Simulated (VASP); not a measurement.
# Cr (Fm-3m) in VASP: a series of runs

Runs on Cr. Level: LDA. Tasks: single point.

All numbers are computed with VASP 6.6.1; they aren't measurements. Logs are shortened: lines on timing, memory, paths and dates and some standing lists are left out, and cuts for length are marked.

## Step 1: The cell of the first run

Symmetry: Fm-3m, No. 225, cubic system. Conventional cell: a = 3.545 Å, b = 3.545 Å, c = 3.545 Å, α = 90.00°, β = 90.00°, γ = 90.00°. Cr (site symmetry m-3m) has 12 Cr at 2.51 Å within 3.3 Å.

This isn't the form of Cr at room conditions, which is bcc.

## Step 2: Single point, LDA

File INCAR:

```
SYSTEM = Cr
PREC = Accurate
ENCUT = 520
EDIFF = 1E-6
ISMEAR = -1
SIGMA = 0.1
LREAL = .FALSE.
LASPH = .TRUE.
NELM = 100
ALGO = Normal
ISIF = 2
LWAVE = .FALSE.
LCHARG = .FALSE.
GGA = CA
NBANDS = 12
```

File KPOINTS:

```
regular mesh
0
G
  25 25 25
  0 0 0
```

File POSCAR:

```
Cr
1.0
    0.0000000000      1.7726654200      1.7726654200
    1.7726654200      0.0000000000      1.7726654200
    1.7726654200      1.7726654200      0.0000000000
Cr
1
Direct
    0.0000000000      0.0000000000      0.0000000000
```

Potentials or basis: VASP PAW LDA potentials, release 64 (Cr_pv).

Launch:

```console
$ cat potpaw_LDA.64/Cr_pv/POTCAR > POTCAR
$ mpirun -np 1 vasp_std > vasp.out
```

OUTCAR:

```text
SYSTEM = Cr
   PREC = Accurate
   ENCUT = 520
   EDIFF = 1E-6
   ISMEAR = -1
   LREAL = .FALSE.
   LASPH = .TRUE.
   NELM = 100
   ISIF = 2
   GGA = CA

 ion  position               nearest neighbor table
   1  0.000  0.000  0.000-

  LATTYP: Found a face centered cubic cell.
 ALAT       =     3.5453308400

  Lattice vectors:

 A1 = (   0.0000000000,   1.7726654200,   1.7726654200)
 A2 = (   1.7726654200,   0.0000000000,   1.7726654200)
 A3 = (   1.7726654200,   1.7726654200,   0.0000000000)

Analysis of symmetry for initial positions (statically):
=====================================================================
 Subroutine PRICEL returns:
 Original cell was already a primitive cell.

 Routine SETGRP: Setting up the symmetry group for a
 face centered cubic supercell.

 Subroutine GETGRP returns: Found 48 space group operations
 (whereof 48 operations were pure point group operations)
 out of a pool of 48 trial point group operations.

The static configuration has the point symmetry O_h .

Analysis of symmetry for dynamics (positions and initial velocities):
=====================================================================
 Subroutine PRICEL returns:
 Original cell was already a primitive cell.

 Routine SETGRP: Setting up the symmetry group for a
 face centered cubic supercell.

 Subroutine GETGRP returns: Found 48 space group operations
 (whereof 48 operations were pure point group operations)
 out of a pool of 48 trial point group operations.

The dynamic configuration has the point symmetry O_h .

 Subroutine INISYM returns: Found 48 space group operations
 (whereof 48 operations are pure point group operations),
 and found     1 'primitive' translations

----------------------------------------------------------------------------------------

                                     Primitive cell

  volume of cell :      11.1406

  direct lattice vectors                    reciprocal lattice vectors
     0.000000000  1.772665420  1.772665420    -0.282061124  0.282061124  0.282061124
     1.772665420  0.000000000  1.772665420     0.282061124 -0.282061124  0.282061124
     1.772665420  1.772665420  0.000000000     0.282061124  0.282061124 -0.282061124

  length of vectors
     2.506927479  2.506927479  2.506927479     0.488544197  0.488544197  0.488544197

  position of ions in fractional coordinates (direct lattice)
     0.000000000  0.000000000  0.000000000

  ion indices of the primitive-cell ions
   primitive index   ion index
                 1           1

----------------------------------------------------------------------------------------

 KPOINTS: regular mesh

Automatic generation of k-mesh.
 Grid dimensions read from file:
 generate k-points for:   25   25   25

 Generating k-lattice:

  Cartesian coordinates                     Fractional coordinates (reciprocal lattice)
    -0.011282445  0.011282445  0.011282445     0.040000000  0.000000000  0.000000000
     0.011282445 -0.011282445  0.011282445     0.000000000  0.040000000  0.000000000
     0.011282445  0.011282445 -0.011282445     0.000000000  0.000000000  0.040000000

  Length of vectors
     0.019541768  0.019541768  0.019541768

  Shift w.r.t. Gamma in fractional coordinates (k-lattice)
     0.000000000  0.000000000  0.000000000

 Subroutine IBZKPT returns following result:
 ===========================================

 Found    455 irreducible k-points:

 Following reciprocal coordinates:
            Coordinates               Weight
  0.000000  0.000000  0.000000      1.000000
  0.040000  0.000000  0.000000      8.000000
  0.080000  0.000000  0.000000      8.000000
  0.120000  0.000000  0.000000      8.000000
  0.160000  0.000000  0.000000      8.000000
  0.200000  0.000000  0.000000      8.000000
[... 16 lines left out ...]
  0.400000  0.040000  0.000000     24.000000
  0.440000  0.040000  0.000000     24.000000
 [... further k-points ...]
   k-points           NKPTS =    455   k-points in BZ     NKDIM =    455   number of bands    NBANDS=     12
   number of dos      NEDOS =    301   number of ions     NIONS =      1
   total plane-waves  NPLWV =   8000
   dimension x,y,z NGX =    20 NGY =   20 NGZ =   20
   dimension x,y,z NGXF=    40 NGYF=   40 NGZF=   40
   ions per type =               1
   NGX,Y,Z   is equivalent  to a cutoff of  13.26, 13.26, 13.26 a.u.
   NGXF,Y,Z  is equivalent  to a cutoff of  26.53, 26.53, 26.53 a.u.
 SYSTEM =  Cr
   PREC   = accura    normal or accurate (medium, high low for compatibility)
   ISTART =      0    job   : 0-new  1-cont  2-samecut
   ICHARG =      2    charge: 1-file 2-atom 10-const
   ISPIN  =      1    spin polarized calculation?
   LNONCOLLINEAR =      F non collinear calculations
   LSORBIT =      F    spin-orbit coupling
   LASPH  =      T    aspherical Exc in radial PAW
   ENCUT  =  520.0 eV  38.22 Ry    6.18 a.u.   4.66  4.66  4.66*2*pi/ulx,y,z
   NELM   =    100;   NELMIN=  2; NELMDL= -5     # of ELM steps
   EDIFF  = 0.1E-05   stopping-criterion for ELM
   LREAL  =      F    real-space projection
   EDIFFG = 0.1E-04   stopping-criterion for IOM
   NSW    =      0    number of steps for IOM
   IBRION =     -1    ionic relax: 0-MD 1-quasi-New 2-CG
   NFREE  =      0    steps in history (QN), initial steepest desc. (CG)
   ISIF   =      2    stress and relaxation
   ISYM   =      2    0-nonsym 1-usesym 2-fastsym
   POTIM  = 0.5000    time-step for ionic-motion
   TEBEG  =    0.0;   TEEND  =   0.0 temperature during run
   PSTRESS=    0.0 pullay stress
   NELECT =      12.0000    total number of electrons
   NUPDOWN=      -1.0000    fix difference up-down
   EMIN   =  10.00;   EMAX   =-10.00  energy-range for DOS
   EFERMI =   0.00;   METHOD = LEGACY
   ISMEAR =    -1;   SIGMA  =   0.10  broadening in eV -4-tet -1-fermi 0-gaus
   EFERMI_NEDOS =   21; number of points for ismear=-14 and -15
   IALGO  =     38    algorithm
   IMIX   =      4    mixing-type and parameters
     AMIX     =   0.40;   BMIX     =  1.00
     AMIX_MAG =   1.60;   BMIX_MAG =  1.00
  volume/ion in A,a.u.               =      11.14        75.18
  Fermi-wavevector in a.u.,A,eV,Ry     =   1.678154  3.171251 38.316738  2.816201
  Thomas-Fermi vector in A             =   2.762293
   LORBIT       =      0    0 simple, 1 ext, 2 COOP (PROOUT), +10 PAW based schemes
   GGA     = CA    functional components
   LHFCALC =     F    Hartree Fock is set to
   AEXX    =    0.0000 exact exchange contribution
   IVDW    =     0    specifies the selected vdW correction
   LEPSILON=     F    determine dielectric tensor
   LRPA    =     F    only Hartree local field effects (RPA)
 non-spin polarized calculation
  energy-cutoff  :      520.00
  volume of cell :       11.14
 maximum number of plane-waves:       311
   NGX =  9   NGY =  9   NGZ =  9

 number of electron      11.9999995 magnetization

 Free energy of the ion-electron system (eV)
  ---------------------------------------------------
  ext. energy  EPLUGINS =         0.00000000
  ---------------------------------------------------
  free energy    TOTEN  =       -10.24289270 eV

  energy without entropy =      -10.18870618  energy(sigma->0) =      -10.21579944

 E-fermi :  11.0516     XC(G=0): -14.2000

 val. band max:       11.0486964105   @ k =   0.2000   0.1200   0.0400
 cond. band min:      11.0537392453   @ k =  -0.4000   0.3600   0.0000
 fundamental gap:      0.0050428348
 Fermi energy:        11.0515919592

 k-point     1 :       0.0000    0.0000    0.0000
  band No.  band energies     occupation
      1     -30.8006      2.00000
      2     -30.8006      2.00000
      3     -30.8006      2.00000
      4       3.4141      2.00000
      5      10.5645      1.98479
      6      10.5645      1.98479
      7      10.5645      1.98479
      8      12.4504      0.00000
      9      12.4504      0.00000
     10      16.8881      0.00000
     11      31.3172      0.00000
     12      37.2430      0.00000

 k-point     2 :       0.0400    0.0000    0.0000
  band No.  band energies     occupation
      1     -30.8181      2.00000
      2     -30.8027      2.00000
      3     -30.8027      2.00000
      4       3.4834      2.00000
      5      10.5299      1.98921
      6      10.5887      1.98065
      7      10.5887      1.98065
      8      12.4362      0.00000
      9      12.4362      0.00000
     10      16.8881      0.00000
     11      31.3587      0.00000
     12      36.6185      0.00000

 k-point     3 :       0.0800    0.0000    0.0000
  band No.  band energies     occupation
      1     -30.8695      2.00000
      2     -30.8091      2.00000
      3     -30.8091      2.00000
      4       3.6884      2.00000
      5      10.4319      1.99594
      6      10.6566      1.96222
      7      10.6566      1.96222
      8      12.3991      0.00000
      9      12.3991      0.00000
     10      16.8880      0.00000
     11      31.4476      0.00000
     12      35.3005      0.00000

 k-point     4 :       0.1200    0.0000    0.0000
  band No.  band energies     occupation
      1     -30.9510      2.00000
      2     -30.8191      2.00000
      3     -30.8191      2.00000
      4       4.0193      2.00000
      5      10.2874      1.99904
      6      10.7519      1.90485
      7      10.7519      1.90485
      8      12.3575      0.00000
      9      12.3575      0.00000
     10      16.8880      0.00000
     11      31.4364      0.00000
     12      33.9149      0.00000

 k-point     5 :       0.1600    0.0000    0.0000
  band No.  band energies     occupation
      1     -31.0570      2.00000
      2     -30.8323      2.00000
      3     -30.8323      2.00000
      4       4.4585      2.00000
      5      10.1232      1.99981
      6      10.8449      1.77522
      7      10.8449      1.77522
      8      12.3435      0.00000
      9      12.3435      0.00000
     10      16.8880      0.00000
     11      30.9215      0.00000
     12      32.9528      0.00000

 k-point     6 :       0.2000    0.0000    0.0000
  band No.  band energies     occupation
      1     -31.1801      2.00000
      2     -30.8477      2.00000
      3     -30.8477      2.00000
      4       4.9768      2.00000
      5       9.9761      1.99996
      6      10.8966      1.64993
      7      10.8966      1.64993
      8      12.3974      0.00000
      9      12.3974      0.00000
     10      16.8879      0.00000
     11      29.7133      0.00000
     12      32.5626      0.00000

 k-point     7 :       0.2400    0.0000    0.0000
  band No.  band energies     occupation
      1     -31.3123      2.00000
      2     -30.8643      2.00000
      3     -30.8643      2.00000
      4       5.5289      2.00000
      5       9.8952      1.99998
      6      10.8816      1.69106
      7      10.8816      1.69106
      8      12.5432      0.00000
      9      12.5432      0.00000
     10      16.8878      0.00000
     11      28.2546      0.00000
     12      32.2694      0.00000

 k-point     8 :       0.2800    0.0000    0.0000
  band No.  band energies     occupation
      1     -31.4450      2.00000
      2     -30.8812      2.00000
      3     -30.8812      2.00000
      4       6.0475      2.00000
      5       9.9440      1.99997
      6      10.8088      1.83786
      7      10.8088      1.83786
      8      12.7670      0.00000
      9      12.7670      0.00000
     10      16.8877      0.00000
     11      26.7633      0.00000
     12      31.8944      0.00000
[... 166 lines left out ...]
 k-point    20 :       0.2800    0.0400    0.0000
  band No.  band energies     occupation
      1     -31.4017      2.00000
      2     -30.8906      2.00000
      3     -30.8736      2.00000
      4       5.9346      2.00000
      5       9.8520      1.99999
      6      10.8128      1.83174
      7      10.8813      1.69170
      8      12.5540      0.00000
      9      12.8646      0.00000
     10      16.8878      0.00000
     11      27.2910      0.00000
     12      31.9956      0.00000

 k-point    21 :       0.3200    0.0400    0.0000
  band No.  band energies     occupation
      1     -31.5286      2.00000
      2     -30.9064      2.00000
      3     -30.8912      2.00000
      4       6.3867      2.00000
      5      10.0106      1.99994
      6      10.6986      1.94304
      7      10.7910      1.86242
      8      12.8500      0.00000
      9      13.1079      0.00000
     10      16.8876      0.00000
     11      25.8159      0.00000
     12      31.5844      0.00000

 k-point    22 :       0.3600    0.0400    0.0000
  band No.  band energies     occupation
      1     -31.6429      2.00000
      2     -30.9199      2.00000
      3     -30.9080      2.00000
      4       6.6922      2.00000
      5      10.3584      1.99805
      6      10.5925      1.97992
      7      10.6861      1.94960
      8      13.1739      0.00000
      9      13.3562      0.00000
     10      16.8873      0.00000
     11      24.4133      0.00000
     12      31.1619      0.00000

 k-point    23 :       0.4000    0.0400    0.0000
  band No.  band energies     occupation
      1     -31.7378      2.00000
      2     -30.9303      2.00000
      3     -30.9229      2.00000
      4       6.8525      2.00000
      5      10.4546      1.99490
      6      10.5864      1.98110
      7      10.9034      1.62964
      8      13.4942      0.00000
      9      13.5744      0.00000
     10      16.8869      0.00000
     11      23.1446      0.00000
     12      30.7870      0.00000

 k-point    24 :       0.4400    0.0400    0.0000
  band No.  band energies     occupation
      1     -31.8080      2.00000
      2     -30.9371      2.00000
      3     -30.9350      2.00000
      4       6.9178      2.00000
      5      10.3822      1.99753
      6      10.5060      1.99150
      7      11.4277      0.04546
      8      13.7333      0.00000
      9      13.7814      0.00000
     10      16.8865      0.00000
     11      22.1015      0.00000
     12      30.5011      0.00000

 [... further k-points ...]
[... 5 lines left out ...]
  --------------------------------------------------------------------------------------
  -------------------------------------------------------------------------------------
  Total        0.0062079      0.0062079      0.0062079      0.0000000      0.0000000      0.0000000
  in kB        0.8927834      0.8927834      0.8927834      0.0000000      0.0000000      0.0000000
  external PRESSURE =       0.8927834 kB  Pullay stress =       0.0000000 kB

 VOLUME and BASIS-vectors are now :
 -----------------------------------------------------------------------------
  energy-cutoff  :      520.00
  volume of cell :       11.14
      direct lattice vectors                 reciprocal lattice vectors
     0.000000000  1.772665420  1.772665420    -0.282061124  0.282061124  0.282061124
     1.772665420  0.000000000  1.772665420     0.282061124 -0.282061124  0.282061124
     1.772665420  1.772665420  0.000000000     0.282061124  0.282061124 -0.282061124

 POSITION                                       TOTAL-FORCE (eV/Angst)
 -----------------------------------------------------------------------------------
      0.00000      0.00000      0.00000        -0.000000      0.000000      0.000000
 -----------------------------------------------------------------------------------
    total drift:                                0.000000      0.000000      0.000000

  FREE ENERGIE OF THE ION-ELECTRON SYSTEM (eV)
  ---------------------------------------------------
  free  energy   TOTEN  =       -10.2428926962 eV

  energy  without entropy=      -10.1887061803  energy(sigma->0) =      -10.21579944
```

Run time: 80 s. Hardware: 1 thread of Intel Xeon 8259CL, shared host; peak memory 0.17 GiB.

Results:

```
Free energy            : -10.2429 eV
Pressure               : 0.1 GPa
Band gap on the k mesh : zero (bands 6 and 7 overlap by 3.18 eV)
```

Caveat: the run has no spin polarisation, though such a crystal can be magnetic.

## Step 3: Single point, LDA (12.03 Å³/atom)

This run uses another cell than the first one, of 12.03 Å³/atom.

File INCAR:

```
SYSTEM = Cr
ALGO = Normal ; EDIFF = 1E-6
ENCUT = 520 ; GGA = CA
ISIF = 2 ; ISMEAR = -1
LASPH = .True. ; LCHARG = .False.
LREAL = .False. ; LWAVE = .False.
NBANDS = 12 ; NELM = 60
PREC = Accurate ; SIGMA = 0.1
```

File KPOINTS:

```
k-points
0
Gamma
  25 25 25
  0 0 0
```

File POSCAR:

```
Cr
1.0
    0.0000000000      1.8187291379      1.8187291379
    1.8187291379      0.0000000000      1.8187291379
    1.8187291379      1.8187291379      0.0000000000
Cr
1
Direct
    0.0000000000      0.0000000000      0.0000000000
```

Potentials or basis: VASP PAW LDA potentials, release 64 (Cr_pv).

Launch:

```console
$ cat potpaw_LDA.64/Cr_pv/POTCAR > POTCAR
$ mpirun -np 1 vasp_std > vasp.out
```

It took 83 s on 1 thread of Intel Xeon 8259CL, shared host; peak memory 0.17 GiB.

The run converged. Its results:

```
Free energy            : -10.1900 eV
Pressure               : -18.0 GPa
Band gap on the k mesh : zero (bands 6 and 7 overlap by 2.83 eV)
```

Levels at points of the mesh, in eV from the Fermi level:
```csv
k point,band 3,band 4,band 5,band 6,band 7,band 8,band 9,band 10
"(0.00, 0.00, 0.00)",-42.00,-7.39,-0.43,-0.43,-0.43,1.26,1.26,5.74
```

Caveat: the cell stands under tension; the run has no spin polarisation, though such a crystal can be magnetic. Spin polarisation is off, so any magnetic state and its effect on volume and gap are missing.

## Step 4: Single point, LDA, non-collinear spin, typed start, spin-orbit coupling

File INCAR:

```
SYSTEM = Cr
ALGO     = Normal         ! electronic algorithm
EDIFF    = 1E-6           ! SCF threshold, eV
ENCUT    = 520            ! plane-wave cutoff, eV
GGA      = CA             ! functional
GGA_COMPAT= .False.      
ISIF     = 2              ! what is computed and relaxed
ISMEAR   = -1             ! smearing method
LASPH    = .True.         ! aspherical terms in the spheres
LCHARG   = .False.        ! write CHGCAR
LMAXMIX  = 4              ! l up to which the mixer works
LORBIT   = 11             ! projections on sites
LORBMOM  = .True.       
LREAL    = .False.        ! projectors in reciprocal space
LSORBIT  = .True.         ! spin-orbit coupling
LWAVE    = .False.        ! write WAVECAR
MAGMOM   = 0 0 1.5        ! initial moments
NBANDS   = 23             ! bands
NELM     = 150            ! most SCF steps
PREC     = Accurate       ! precision mode
SIGMA    = 0.05           ! smearing width, eV
```

File KPOINTS:

```
k-points
0
Gamma
  15 15 15
  0 0 0
```

File POSCAR:

```
Cr
1.0
    0.0000000000      1.7715319892      1.7715319892
    1.7715319892      0.0000000000      1.7715319892
    1.7715319892      1.7715319892      0.0000000000
Cr
1
Direct
    0.0000000000      0.0000000000      0.0000000000
```

Launch:

```console
$ cat potpaw_LDA.64/Cr_pv/POTCAR > POTCAR
$ mpirun -np 1 vasp_ncl > vasp.out
```

Wall time 3.3 min (1 thread of Intel Xeon Platinum 8259CL at 2.50GHz (Skylake/Cascade Lake), shared host); peak memory 0.27 GiB.

It converged, with:

| Quantity | Value |
| --- | --- |
| Free energy | -10.2347 eV |
| Pressure | 0.0 GPa |
| Net moment | 0.00 μB per cell |
| Valence electrons inside the program's atomic spheres | Cr 11.16 |

Moments on the atoms (μB; x, y, z):
```
Cr  0.00 0.00 0.00
```
